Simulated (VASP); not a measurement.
# WS2 in VASP: single point with r2SCAN

Aim: the single point of WS2 with r2SCAN.

All numbers are computed with VASP 6.6.1; they aren't measurements. Logs are shortened: lines on timing, memory, paths and dates and some standing lists are left out, and cuts for length are marked.

## (1) The cell of the first run

The cell holds a slab with vacuum, 6 atoms: a = 3.183 Å, b = 3.183 Å, c = 23.669 Å, α = 90.00°, β = 90.00°, γ = 120.00°.

## (2) Single point, r2SCAN

POSCAR

```
WS2
1.0
    3.1832085600      0.0000000000      0.0000000000
   -1.5916042800      2.7567394785      0.0000000000
    0.0000000000      0.0000000000     23.6687632500
W S
2 4
Direct
    0.3333333333      0.6666666667      0.6373175400
    0.6666666667      0.3333333333      0.3626824600
    0.3333333333      0.6666666667      0.2968161100
    0.6666666667      0.3333333333      0.7031838900
    0.6666666667      0.3333333333      0.5714418300
    0.3333333333      0.6666666667      0.4285581700
```

INCAR.step1

```
ALGO = Normal
EDIFF = 1E-5
ENCUT = 550
GGA = PE
GGA_COMPAT = F
ISMEAR = 0
LASPH = T
LCHARG = F
LREAL = F
LWAVE = T
NBANDS = 35
NELM = 120
PREC = Accurate
SIGMA = 0.1
```

INCAR.step2

```
ALGO = Normal
EDIFF = 1E-6
ENCUT = 550
GGA_COMPAT = F
ISIF = 2
ISMEAR = 0
ISTART = 1
LASPH = T
LCHARG = F
LMIXTAU = T
LREAL = F
LWAVE = F
METAGGA = R2SCAN
NBANDS = 35
NELM = 120
PREC = Accurate
SIGMA = 0.1
```

KPOINTS

```
k-points
0
Gamma
  8 8 1
```

Potentials or basis: VASP PAW PBE potentials, release 64 (W_sv, S).

Launch:

```
$ cat potpaw_PBE.64/W_sv/POTCAR potpaw_PBE.64/S/POTCAR > POTCAR
$ cp INCAR.step1 INCAR
$ mpirun -np 1 vasp_std > vasp.out
$ cp INCAR.step2 INCAR
$ mpirun -np 1 vasp_std > vasp.out
```

OUTCAR:

```text
EDIFF = 1E-6
   ENCUT = 550
   ISIF = 2
   ISMEAR = 0
   ISTART = 1
   LASPH = T
   LREAL = F
   METAGGA = R2SCAN
   NELM = 120
   PREC = Accurate

 ion  position               nearest neighbor table
   1  0.333  0.667  0.637-   4 2.41   4 2.41   4 2.41   5 2.41   5 2.41   5 2.41
   2  0.667  0.333  0.363-   3 2.41   3 2.41   3 2.41   6 2.41   6 2.41   6 2.41
   3  0.333  0.667  0.297-   2 2.41   2 2.41   2 2.41
   4  0.667  0.333  0.703-   1 2.41   1 2.41   1 2.41
   5  0.667  0.333  0.571-   1 2.41   1 2.41   1 2.41
   6  0.333  0.667  0.429-   2 2.41   2 2.41   2 2.41

  LATTYP: Found a hexagonal cell.
 ALAT       =     3.1832085600
 C/A-ratio  =     7.4355050270

  Lattice vectors:

 A1 = (   3.1832085600,   0.0000000000,   0.0000000000)
 A2 = (  -1.5916042800,   2.7567394785,   0.0000000000)
 A3 = (   0.0000000000,   0.0000000000,  23.6687632500)

Analysis of symmetry for initial positions (statically):
=====================================================================
 Subroutine PRICEL returns:
 Original cell was already a primitive cell.

 Routine SETGRP: Setting up the symmetry group for a
 hexagonal supercell.

 Subroutine GETGRP returns: Found 12 space group operations
 (whereof 12 operations were pure point group operations)
 out of a pool of 24 trial point group operations.

The static configuration has the point symmetry D_3d.

Analysis of symmetry for dynamics (positions and initial velocities):
=====================================================================
 Subroutine PRICEL returns:
 Original cell was already a primitive cell.

 Routine SETGRP: Setting up the symmetry group for a
 hexagonal supercell.

 Subroutine GETGRP returns: Found 12 space group operations
 (whereof 12 operations were pure point group operations)
 out of a pool of 24 trial point group operations.

The dynamic configuration has the point symmetry D_3d.

 Subroutine INISYM returns: Found 12 space group operations
 (whereof 12 operations are pure point group operations),
 and found     1 'primitive' translations

----------------------------------------------------------------------------------------

                                     Primitive cell

  volume of cell :     207.6999

  direct lattice vectors                    reciprocal lattice vectors
     3.183208560  0.000000000  0.000000000     0.314148439  0.181373686  0.000000000
    -1.591604280  2.756739479  0.000000000     0.000000000  0.362747372  0.000000000
     0.000000000  0.000000000 23.668763250     0.000000000  0.000000000  0.042249778

  length of vectors
     3.183208560  3.183208560 23.668763250     0.362747372  0.362747372  0.042249778

  position of ions in fractional coordinates (direct lattice)
     0.333333333  0.666666667  0.637317540
     0.666666667  0.333333333  0.362682460
     0.333333333  0.666666667  0.296816110
     0.666666667  0.333333333  0.703183890
     0.666666667  0.333333333  0.571441830
     0.333333333  0.666666667  0.428558170

  ion indices of the primitive-cell ions
   primitive index   ion index
                 1           1
                 2           2
                 3           3
                 4           4
                 5           5
                 6           6

----------------------------------------------------------------------------------------

 KPOINTS: k-points

Automatic generation of k-mesh.
 Grid dimensions read from file:
 generate k-points for:    8    8    1

 Generating k-lattice:

  Cartesian coordinates                     Fractional coordinates (reciprocal lattice)
     0.039268555  0.022671711  0.000000000     0.125000000  0.000000000  0.000000000
     0.000000000  0.045343421  0.000000000     0.000000000  0.125000000  0.000000000
     0.000000000  0.000000000  0.042249778     0.000000000  0.000000000  1.000000000

  Length of vectors
     0.045343421  0.045343421  0.042249778

  Shift w.r.t. Gamma in fractional coordinates (k-lattice)
     0.000000000  0.000000000  0.000000000

 Subroutine IBZKPT returns following result:
 ===========================================

 Found     10 irreducible k-points:

 Following reciprocal coordinates:
            Coordinates               Weight
  0.000000  0.000000  0.000000      1.000000
  0.125000  0.000000  0.000000      6.000000
  0.250000  0.000000  0.000000      6.000000
  0.375000  0.000000  0.000000      6.000000
  0.500000  0.000000  0.000000      3.000000
  0.125000  0.125000  0.000000      6.000000
  0.250000  0.125000  0.000000     12.000000
  0.375000  0.125000  0.000000     12.000000
  0.250000  0.250000  0.000000      6.000000
  0.375000  0.250000  0.000000      6.000000
   k-points           NKPTS =     10   k-points in BZ     NKDIM =     10   number of bands    NBANDS=     35
   number of dos      NEDOS =    301   number of ions     NIONS =      6
   total plane-waves  NPLWV = 110592
   dimension x,y,z NGX =    24 NGY =   24 NGZ =  192
   dimension x,y,z NGXF=    48 NGYF=   48 NGZF=  384
   ions per type =               2   4
   NGX,Y,Z   is equivalent  to a cutoff of  12.53, 12.53, 13.49 a.u.
   NGXF,Y,Z  is equivalent  to a cutoff of  25.07, 25.07, 26.97 a.u.
 SYSTEM =  unknown system
   PREC   = accura    normal or accurate (medium, high low for compatibility)
   ISTART =      1    job   : 0-new  1-cont  2-samecut
   ICHARG =      0    charge: 1-file 2-atom 10-const
   ISPIN  =      1    spin polarized calculation?
   LNONCOLLINEAR =      F non collinear calculations
   LSORBIT =      F    spin-orbit coupling
   LASPH  =      T    aspherical Exc in radial PAW
   ENCUT  =  550.0 eV  40.42 Ry    6.36 a.u.   6.09  6.09 45.26*2*pi/ulx,y,z
   NELM   =    120;   NELMIN=  2; NELMDL=  0     # of ELM steps
   EDIFF  = 0.1E-05   stopping-criterion for ELM
   LREAL  =      F    real-space projection
   EDIFFG = 0.1E-04   stopping-criterion for IOM
   NSW    =      0    number of steps for IOM
   IBRION =     -1    ionic relax: 0-MD 1-quasi-New 2-CG
   NFREE  =      0    steps in history (QN), initial steepest desc. (CG)
   ISIF   =      2    stress and relaxation
   ISYM   =      2    0-nonsym 1-usesym 2-fastsym
   POTIM  = 0.5000    time-step for ionic-motion
   TEBEG  =    0.0;   TEEND  =   0.0 temperature during run
   PSTRESS=    0.0 pullay stress
   NELECT =      52.0000    total number of electrons
   NUPDOWN=      -1.0000    fix difference up-down
   EMIN   =  10.00;   EMAX   =-10.00  energy-range for DOS
   EFERMI =   0.00;   METHOD = LEGACY
   ISMEAR =     0;   SIGMA  =   0.10  broadening in eV -4-tet -1-fermi 0-gaus
   EFERMI_NEDOS =   21; number of points for ismear=-14 and -15
   IALGO  =     38    algorithm
   IMIX   =      4    mixing-type and parameters
     AMIX     =   0.40;   BMIX     =  1.00
     AMIX_MAG =   1.60;   BMIX_MAG =  1.00
  volume/ion in A,a.u.               =      34.62       233.60
  Fermi-wavevector in a.u.,A,eV,Ry     =   1.031804  1.949827 14.485024  1.064619
  Thomas-Fermi vector in A             =   2.165970
   LORBIT       =      0    0 simple, 1 ext, 2 COOP (PROOUT), +10 PAW based schemes
   METAGGA = R2SCAN    functional components
   LHFCALC =     F    Hartree Fock is set to
   AEXX    =    0.0000 exact exchange contribution
   IVDW    =     0    specifies the selected vdW correction
   LEPSILON=     F    determine dielectric tensor
   LRPA    =     F    only Hartree local field effects (RPA)
 non-spin polarized calculation
 Gauss-broadening in eV      SIGMA  =   0.10
  energy-cutoff  :      550.00
  volume of cell :      207.70
 maximum number of plane-waves:      6150
   NGX = 13   NGY = 13   NGZ = 91

 number of electron      52.0000001 magnetization

 Free energy of the ion-electron system (eV)
  ---------------------------------------------------
  ext. energy  EPLUGINS =         0.00000000
  ---------------------------------------------------
  free energy    TOTEN  =      -140.12290393 eV

  energy without entropy =     -140.12290393  energy(sigma->0) =     -140.12290393

 E-fermi :   1.4587     XC(G=0):  -6.3547

 val. band max:        0.8789732227   @ k =   0.0000   0.0000   0.0000
 cond. band min:       2.7337479077   @ k =   0.3750   0.2500   0.0000
 fundamental gap:      1.8547746850
 Fermi energy:         1.4586608362

 k-point     1 :       0.0000    0.0000    0.0000
  band No.  band energies     occupation
      1     -75.4198      2.00000
      2     -75.4197      2.00000
      3     -39.0059      2.00000
      4     -39.0059      2.00000
      5     -38.8541      2.00000
      6     -38.8541      2.00000
[... 27 lines left out ...]
     34       3.8006      0.00000
     35       6.1800      0.00000

 k-point     2 :       0.1250    0.0000    0.0000
  band No.  band energies     occupation
      1     -75.4170      2.00000
      2     -75.4169      2.00000
      3     -38.9961      2.00000
      4     -38.9961      2.00000
      5     -38.9073      2.00000
      6     -38.9073      2.00000
[... 27 lines left out ...]
     34       4.0902      0.00000
     35       6.6466      0.00000

 k-point     3 :       0.2500    0.0000    0.0000
  band No.  band energies     occupation
      1     -75.4102      2.00000
      2     -75.4102      2.00000
      3     -39.0338      2.00000
      4     -39.0338      2.00000
      5     -38.9724      2.00000
      6     -38.9723      2.00000
[... 27 lines left out ...]
     34       4.9194      0.00000
     35       7.5204      0.00000
[... 191 lines left out ...]
 k-point     9 :       0.2500    0.2500    0.0000
  band No.  band energies     occupation
      1     -75.4007      2.00000
      2     -75.4007      2.00000
      3     -39.1431      2.00000
      4     -39.1431      2.00000
      5     -39.0051      2.00000
      6     -39.0051      2.00000
[... 27 lines left out ...]
     34       6.1389      0.00000
     35       7.8277      0.00000

 k-point    10 :       0.3750    0.2500    0.0000
  band No.  band energies     occupation
      1     -75.3988      2.00000
      2     -75.3988      2.00000
      3     -39.1471      2.00000
      4     -39.1471      2.00000
      5     -39.0463      2.00000
      6     -39.0463      2.00000
[... 27 lines left out ...]
     34       6.3075      0.00000
     35       7.2346      0.00000

------------------------ aborting loop because EDIFF is reached ----------------------------------------

  FORCE on cell =-STRESS in cart. coord.  units (eV):
  Direction    XX          YY          ZZ          XY          YZ          ZX
  --------------------------------------------------------------------------------------
  -------------------------------------------------------------------------------------
  Total        0.0229379      0.0229379      0.0658228      0.0000000      0.0000000      0.0000000
  in kB        0.1769411      0.1769411      0.5077510      0.0000000      0.0000000      0.0000000
  external PRESSURE =       0.2872110 kB  Pullay stress =       0.0000000 kB

 VOLUME and BASIS-vectors are now :
 -----------------------------------------------------------------------------
  energy-cutoff  :      550.00
  volume of cell :      207.70
      direct lattice vectors                 reciprocal lattice vectors
     3.183208560  0.000000000  0.000000000     0.314148439  0.181373686  0.000000000
    -1.591604280  2.756739479  0.000000000     0.000000000  0.362747372  0.000000000
     0.000000000  0.000000000 23.668763250     0.000000000  0.000000000  0.042249778

 POSITION                                       TOTAL-FORCE (eV/Angst)
 -----------------------------------------------------------------------------------
     -0.00000      1.83783     15.08452         0.000000     -0.000000      0.009178
      1.59160      0.91891      8.58425        -0.000000      0.000000     -0.009178
     -0.00000      1.83783      7.02527        -0.000000     -0.000000     -0.009845
      1.59160      0.91891     16.64349         0.000000      0.000000      0.009845
      1.59160      0.91891     13.52532         0.000000      0.000000     -0.012289
     -0.00000      1.83783     10.14344        -0.000000      0.000000      0.012289
 -----------------------------------------------------------------------------------
    total drift:                                0.000000     -0.000000      0.000000

  FREE ENERGIE OF THE ION-ELECTRON SYSTEM (eV)
  ---------------------------------------------------
  free  energy   TOTEN  =      -140.1229039336 eV

  energy  without entropy=     -140.1229039336  energy(sigma->0) =     -140.12290393
```

It took 6.7 min on 1 thread of AMD EPYC 7R43 (Zen 3), shared host; peak memory 0.35 GiB.

What came out:

```yaml
Free_energy: -140.1229 eV
Largest_force: 0.012 eV/Å
Band_gap_on_the_k_mesh: 1.85 eV (least direct gap 2.36 eV)
```

Forces in eV/Å, atoms in the order of the input:
```
W    0.000  0.000  0.009
W    0.000  0.000 -0.009
S    0.000  0.000 -0.010
S    0.000  0.000  0.010
S    0.000  0.000 -0.012
S    0.000  0.000  0.012
```

Caveat: the PAW data sets were made with another functional, which shifts forces and pressure a little; spin-orbit coupling is left out, which moves the levels of the heavy elements.
